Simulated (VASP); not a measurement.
# Ti3Ga (I4/mmm) in VASP: notebook

Ti3Ga is run at these levels: LDA; tasks: single point.

All numbers are computed with VASP 6.6.1; they aren't measurements. Logs are shortened: lines on timing, memory, paths and dates and some standing lists are left out, and cuts for length are marked.

### 1 The cell of the first run

The structure is tetragonal, space group I4/mmm (No. 139). Conventional cell: a = 3.904 Å, b = 3.904 Å, c = 8.527 Å, α = 90.00°, β = 90.00°, γ = 90.00°. Ti (site symmetry -4m2) has 8 Ti at 2.76 to 2.89 Å and 4 Ga at 2.89 Å within 3.6 Å. Within 3.6 Å of Ti (site symmetry 4/mmm) lie 4 Ga at 2.76 Å and 8 Ti at 2.89 Å. Within 3.6 Å of Ga (site symmetry 4/mmm) lie 12 Ti at 2.76 to 2.89 Å.

### 2 Single point, LDA

Input file INCAR:

```
PREC = Accurate
ENCUT = 520
EDIFF = 1E-6
ISMEAR = -1
SIGMA = 0.1
LREAL = F
LASPH = T
NELM = 60
ALGO = Normal
ISIF = 2
LWAVE = F
LCHARG = F
GGA = CA
NBANDS = 32
```

Input file KPOINTS:

```
regular mesh
0
Gamma
  8 8 8
```

Input file POSCAR:

```
Ti3Ga
1.0
    5.0792919575      0.0000000656      0.0000000782
    2.0786703914      4.6344725907      0.0000000782
   -3.5789812169     -2.3172363557      2.7605281941
Ti Ga
3 1
Direct
    0.7500000000      0.2500000000      0.5000000000
    0.2500000000      0.7500000000      0.5000000000
    0.5000000000      0.5000000000      0.0000000000
    0.0000000000      0.0000000000      0.0000000000
```

Potentials or basis: VASP PAW LDA potentials, release 64 (Ti_sv, Ga_d).

Started as:

```bash
$ cat potpaw_LDA.64/Ti_sv/POTCAR potpaw_LDA.64/Ga_d/POTCAR > POTCAR
$ mpirun -np 1 vasp_std > vasp.out
```

OUTCAR:

```text
PREC = Accurate
   ENCUT = 520
   EDIFF = 1E-6
   ISMEAR = -1
   LREAL = F
   LASPH = T
   NELM = 60
   ISIF = 2
   GGA = CA

 ion  position               nearest neighbor table
   1  0.750  0.250  0.500-   2 2.76   2 2.76   2 2.76   2 2.76   4 2.89   3 2.89   4 2.89   3 2.89
                             4 2.89   3 2.89   4 2.89   3 2.89
   2  0.250  0.750  0.500-   1 2.76   1 2.76   1 2.76   1 2.76   3 2.89   4 2.89   3 2.89   4 2.89
                             3 2.89   4 2.89   4 2.89   3 2.89
   3  0.500  0.500  0.000-   4 2.76   4 2.76   4 2.76   4 2.76   1 2.89   2 2.89   1 2.89   2 2.89
                             1 2.89   2 2.89   2 2.89   1 2.89
   4  0.000  0.000  0.000-   3 2.76   3 2.76   3 2.76   3 2.76   2 2.89   1 2.89   2 2.89   1 2.89
                             2 2.89   1 2.89   2 2.89   1 2.89

  LATTYP: Found a body centered tetragonal cell.
 ALAT       =     3.9039765220
 C/A-ratio  =     2.1842588079

  Lattice vectors:

 A1 = (   5.0792919575,   0.0000000656,   0.0000000782)
 A2 = (   2.0786703914,   4.6344725907,   0.0000000782)
 A3 = (  -3.5789812169,  -2.3172363557,   2.7605281941)

Analysis of symmetry for initial positions (statically):
=====================================================================
 Subroutine PRICEL returns:
 Original cell was already a primitive cell.

 Routine SETGRP: Setting up the symmetry group for a
 body centered tetragonal supercell.

 Subroutine GETGRP returns: Found 16 space group operations
 (whereof 16 operations were pure point group operations)
 out of a pool of 16 trial point group operations.

The static configuration has the point symmetry D_4h.

Analysis of symmetry for dynamics (positions and initial velocities):
=====================================================================
 Subroutine PRICEL returns:
 Original cell was already a primitive cell.

 Routine SETGRP: Setting up the symmetry group for a
 body centered tetragonal supercell.

 Subroutine GETGRP returns: Found 16 space group operations
 (whereof 16 operations were pure point group operations)
 out of a pool of 16 trial point group operations.

The dynamic configuration has the point symmetry D_4h.

 Subroutine INISYM returns: Found 16 space group operations
 (whereof 16 operations are pure point group operations),
 and found     1 'primitive' translations

----------------------------------------------------------------------------------------

                                     Primitive cell

  volume of cell :      64.9824

  direct lattice vectors                    reciprocal lattice vectors
     5.079291957  0.000000066  0.000000078     0.196877833 -0.088304360  0.181124755
     2.078670391  4.634472591  0.000000078    -0.000000006  0.215774282  0.181124755
    -3.578981217 -2.317236356  2.760528194    -0.000000006 -0.000000004  0.362249505

  length of vectors
     5.079291958  5.079291958  5.079291957     0.281717443  0.281717443  0.362249505

  position of ions in fractional coordinates (direct lattice)
     0.750000000  0.250000000  0.500000000
     0.250000000  0.750000000  0.500000000
     0.500000000  0.500000000  1.000000000
     0.000000000  0.000000000  0.000000000

  ion indices of the primitive-cell ions
   primitive index   ion index
                 1           1
                 2           2
                 3           3
                 4           4

----------------------------------------------------------------------------------------

 KPOINTS: regular mesh

Automatic generation of k-mesh.
 Grid dimensions read from file:
 generate k-points for:    8    8    8

 Generating k-lattice:

  Cartesian coordinates                     Fractional coordinates (reciprocal lattice)
     0.024609729 -0.011038045  0.022640594     0.125000000 -0.000000000 -0.000000000
    -0.000000001  0.026971785  0.022640594     0.000000000  0.125000000  0.000000000
    -0.000000001 -0.000000000  0.045281188    -0.000000000 -0.000000000  0.125000000

  Length of vectors
     0.035214680  0.035214680  0.045281188

  Shift w.r.t. Gamma in fractional coordinates (k-lattice)
     0.000000000  0.000000000  0.000000000

 Subroutine IBZKPT returns following result:
 ===========================================

 Found     59 irreducible k-points:

 Following reciprocal coordinates:
            Coordinates               Weight
  0.000000  0.000000  0.000000      1.000000
  0.125000  0.000000 -0.000000      8.000000
  0.250000  0.000000 -0.000000      8.000000
  0.375000  0.000000 -0.000000      8.000000
  0.500000  0.000000 -0.000000      4.000000
  0.125000  0.125000  0.000000      8.000000
[... 16 lines left out ...]
  0.250000  0.125000  0.125000     16.000000
  0.375000  0.125000  0.125000      8.000000
 [... further k-points ...]
   k-points           NKPTS =     59   k-points in BZ     NKDIM =     59   number of bands    NBANDS=     32
   number of dos      NEDOS =    301   number of ions     NIONS =      4
   total plane-waves  NPLWV =  64000
   dimension x,y,z NGX =    40 NGY =   40 NGZ =   40
   dimension x,y,z NGXF=    80 NGYF=   80 NGZF=   80
   ions per type =               3   1
   NGX,Y,Z   is equivalent  to a cutoff of  13.09, 13.09, 13.09 a.u.
   NGXF,Y,Z  is equivalent  to a cutoff of  26.18, 26.18, 26.18 a.u.
 SYSTEM =  unknown system
   PREC   = accura    normal or accurate (medium, high low for compatibility)
   ISTART =      0    job   : 0-new  1-cont  2-samecut
   ICHARG =      2    charge: 1-file 2-atom 10-const
   ISPIN  =      1    spin polarized calculation?
   LNONCOLLINEAR =      F non collinear calculations
   LSORBIT =      F    spin-orbit coupling
   LASPH  =      T    aspherical Exc in radial PAW
   ENCUT  =  520.0 eV  38.22 Ry    6.18 a.u.   9.44  9.44  9.44*2*pi/ulx,y,z
   NELM   =     60;   NELMIN=  2; NELMDL= -5     # of ELM steps
   EDIFF  = 0.1E-05   stopping-criterion for ELM
   LREAL  =      F    real-space projection
   EDIFFG = 0.1E-04   stopping-criterion for IOM
   NSW    =      0    number of steps for IOM
   IBRION =     -1    ionic relax: 0-MD 1-quasi-New 2-CG
   NFREE  =      0    steps in history (QN), initial steepest desc. (CG)
   ISIF   =      2    stress and relaxation
   ISYM   =      2    0-nonsym 1-usesym 2-fastsym
   POTIM  = 0.5000    time-step for ionic-motion
   TEBEG  =    0.0;   TEEND  =   0.0 temperature during run
   PSTRESS=    0.0 pullay stress
   NELECT =      49.0000    total number of electrons
   NUPDOWN=      -1.0000    fix difference up-down
   EMIN   =  10.00;   EMAX   =-10.00  energy-range for DOS
   EFERMI =   0.00;   METHOD = LEGACY
   ISMEAR =    -1;   SIGMA  =   0.10  broadening in eV -4-tet -1-fermi 0-gaus
   EFERMI_NEDOS =   21; number of points for ismear=-14 and -15
   IALGO  =     38    algorithm
   IMIX   =      4    mixing-type and parameters
     AMIX     =   0.40;   BMIX     =  1.00
     AMIX_MAG =   1.60;   BMIX_MAG =  1.00
  volume/ion in A,a.u.               =      16.25       109.63
  Fermi-wavevector in a.u.,A,eV,Ry     =   1.490076  2.815835 30.209358  2.220325
  Thomas-Fermi vector in A             =   2.602903
   LORBIT       =      0    0 simple, 1 ext, 2 COOP (PROOUT), +10 PAW based schemes
   GGA     = CA    functional components
   LHFCALC =     F    Hartree Fock is set to
   AEXX    =    0.0000 exact exchange contribution
   IVDW    =     0    specifies the selected vdW correction
   LEPSILON=     F    determine dielectric tensor
   LRPA    =     F    only Hartree local field effects (RPA)
 non-spin polarized calculation
  energy-cutoff  :      520.00
  volume of cell :       64.98
 maximum number of plane-waves:      1771
 NGX is ok and might be reduce to    40
   NGX = 19   NGY = 19   NGZ = 19

 number of electron      49.0000008 magnetization

 Free energy of the ion-electron system (eV)
  ---------------------------------------------------
  ext. energy  EPLUGINS =         0.00000000
  ---------------------------------------------------
  free energy    TOTEN  =       -30.65980350 eV

  energy without entropy =      -30.52766591  energy(sigma->0) =      -30.59373471

 E-fermi :   8.0934     XC(G=0): -12.1138

 val. band max:        8.0878345181   @ k =   0.5000   0.5000   0.1250
 cond. band min:       8.1064001099   @ k =  -0.1250   0.1250  -0.0000
 fundamental gap:      0.0185655918
 Fermi energy:         8.0933701374

 k-point     1 :       0.0000    0.0000    0.0000
  band No.  band energies     occupation
      1     -47.8991      2.00000
      2     -47.7659      2.00000
      3     -47.6658      2.00000
      4     -24.7386      2.00000
      5     -24.6167      2.00000
      6     -24.6167      2.00000
[... 24 lines left out ...]
     31      10.8378      0.00000
     32      10.8378      0.00000

 k-point     2 :       0.1250    0.0000   -0.0000
  band No.  band energies     occupation
      1     -47.8932      2.00000
      2     -47.7659      2.00000
      3     -47.6716      2.00000
      4     -24.7299      2.00000
      5     -24.6196      2.00000
      6     -24.6141      2.00000
[... 24 lines left out ...]
     31      10.7110      0.00000
     32      11.1362      0.00000

 k-point     3 :       0.2500    0.0000   -0.0000
  band No.  band energies     occupation
      1     -47.8779      2.00000
      2     -47.7643      2.00000
      3     -47.6881      2.00000
      4     -24.7027      2.00000
      5     -24.6438      2.00000
      6     -24.6099      2.00000
[... 24 lines left out ...]
     31      10.4855      0.00000
     32      11.0134      0.00000

 k-point     4 :       0.3750    0.0000   -0.0000
  band No.  band energies     occupation
      1     -47.8613      2.00000
      2     -47.7566      2.00000
      3     -47.7120      2.00000
      4     -24.6998      2.00000
      5     -24.6147      2.00000
      6     -24.6068      2.00000
[... 654 lines left out ...]
     31      10.6152      0.00000
     32      10.6696      0.00000

 k-point    23 :       0.2500    0.1250    0.1250
  band No.  band energies     occupation
      1     -47.8540      2.00000
      2     -47.7534      2.00000
      3     -47.7209      2.00000
      4     -24.7360      2.00000
      5     -24.6839      2.00000
      6     -24.6611      2.00000
[... 24 lines left out ...]
     31      10.4306      0.00000
     32      10.7386      0.00000

 k-point    24 :       0.3750    0.1250    0.1250
  band No.  band energies     occupation
      1     -47.8489      2.00000
      2     -47.7421      2.00000
      3     -47.7370      2.00000
      4     -24.7197      2.00000
      5     -24.6854      2.00000
      6     -24.6715      2.00000
[... 24 lines left out ...]
     31      10.3740      0.00000
     32      10.6847      0.00000

 [... further k-points ...]
[... 5 lines left out ...]
  --------------------------------------------------------------------------------------
  -------------------------------------------------------------------------------------
  Total       -3.1764507     -3.1006068     -3.0458654     -0.0845483     -0.0000000     -0.0000000
  in kB      -78.3171740    -76.4472016    -75.0975215     -2.0845865     -0.0000000     -0.0000001
  external PRESSURE =     -76.6206324 kB  Pullay stress =       0.0000000 kB

 VOLUME and BASIS-vectors are now :
 -----------------------------------------------------------------------------
  energy-cutoff  :      520.00
  volume of cell :       64.98
      direct lattice vectors                 reciprocal lattice vectors
     5.079291957  0.000000066  0.000000078     0.196877833 -0.088304360  0.181124755
     2.078670391  4.634472591  0.000000078    -0.000000006  0.215774282  0.181124755
    -3.578981217 -2.317236356  2.760528194    -0.000000006 -0.000000004  0.362249505

 POSITION                                       TOTAL-FORCE (eV/Angst)
 -----------------------------------------------------------------------------------
      2.53965      0.00000      1.38026         0.000000     -0.000000      0.000000
      1.03934      2.31724      1.38026        -0.000000      0.000000     -0.000000
      3.57898      2.31724      0.00000         0.000000     -0.000000     -0.000000
      0.00000      0.00000      0.00000         0.000000     -0.000000     -0.000000
 -----------------------------------------------------------------------------------
    total drift:                                0.000000      0.000000     -0.000000

  FREE ENERGIE OF THE ION-ELECTRON SYSTEM (eV)
  ---------------------------------------------------
  free  energy   TOTEN  =       -30.6598035037 eV

  energy  without entropy=      -30.5276659076  energy(sigma->0) =      -30.59373471
```

Run time: 5.8 min. Hardware: 1 thread of Oxide Virtual Turin-like, shared host; peak memory 0.22 GiB.

Results:

* Free energy: -30.6598 eV
* Pressure: -7.7 GPa

Stress tensor (GPa, compression positive):
```
-7.83 -0.21  0.00
-0.21 -7.64  0.00
 0.00  0.00 -7.51
```

Levels at points of the mesh, in eV from the Fermi level:
| k point | band 20 | band 21 | band 22 | band 23 | band 24 | band 25 | band 26 | band 27 | band 28 | band 29 |
| --- | --- | --- | --- | --- | --- | --- | --- | --- | --- | --- |
| (0.00, 0.00, 0.00) | -2.35 | -1.18 | -1.18 | -1.07 | -0.33 | 0.41 | 0.41 | 0.48 | 1.62 | 1.78 |
| (0.50, 0.00, 0.00) | -2.55 | -1.43 | -1.16 | -0.78 | -0.36 | 0.65 | 0.74 | 0.76 | 1.06 | 1.65 |
| (0.50, 0.50, 0.00) | -1.79 | -1.69 | -1.59 | -1.39 | -0.27 | 0.28 | 0.33 | 0.49 | 1.27 | 1.60 |
| (0.50, 0.50, 0.50) | -2.44 | -1.45 | -1.10 | -1.10 | -0.78 | 0.33 | 1.16 | 1.16 | 1.16 | 2.04 |

### 3 Single point, LDA

Input file INCAR:

```
ALGO = Normal ; EDIFF = 1E-6
ENCUT = 520 ; ISIF = 2
ISMEAR = -1 ; LASPH = True
LCHARG = False ; LREAL = False
LWAVE = False ; NBANDS = 32
NELM = 60 ; PREC = Accurate
SIGMA = 0.1
```

Input file KPOINTS:

```
k-points
0
Gamma
  8 8 8
```

POSCAR is that of step 2.

Potentials or basis: VASP PAW LDA potentials, release 64 (Ti_sv, Ga_d).

Started as:

```bash
$ cat potpaw_LDA.64/Ti_sv/POTCAR potpaw_LDA.64/Ga_d/POTCAR > POTCAR
$ mpirun -np 1 vasp_std > vasp.out
```

Run time: 6.4 min. Hardware: 1 thread of Oxide Virtual Turin-like, shared host; peak memory 0.23 GiB.

The run converged. Its results:

```
Free energy : -30.6598 eV
Pressure    : -7.7 GPa
```

Stress tensor (GPa, compression positive):
```
-7.83 -0.21  0.00
-0.21 -7.64  0.00
 0.00  0.00 -7.51
```

Levels at points of the mesh, in eV from the Fermi level:
| k point | band 21 | band 22 | band 23 | band 24 | band 25 | band 26 | band 27 | band 28 |
| --- | --- | --- | --- | --- | --- | --- | --- | --- |
| (0.00, 0.00, 0.00) | -1.18 | -1.18 | -1.07 | -0.33 | 0.41 | 0.41 | 0.48 | 1.62 |
| (0.50, 0.00, 0.00) | -1.43 | -1.16 | -0.78 | -0.36 | 0.65 | 0.74 | 0.76 | 1.06 |
| (0.50, 0.50, 0.00) | -1.69 | -1.59 | -1.39 | -0.27 | 0.28 | 0.33 | 0.49 | 1.27 |
| (0.50, 0.50, 0.50) | -1.45 | -1.10 | -1.10 | -0.78 | 0.33 | 1.16 | 1.16 | 1.16 |
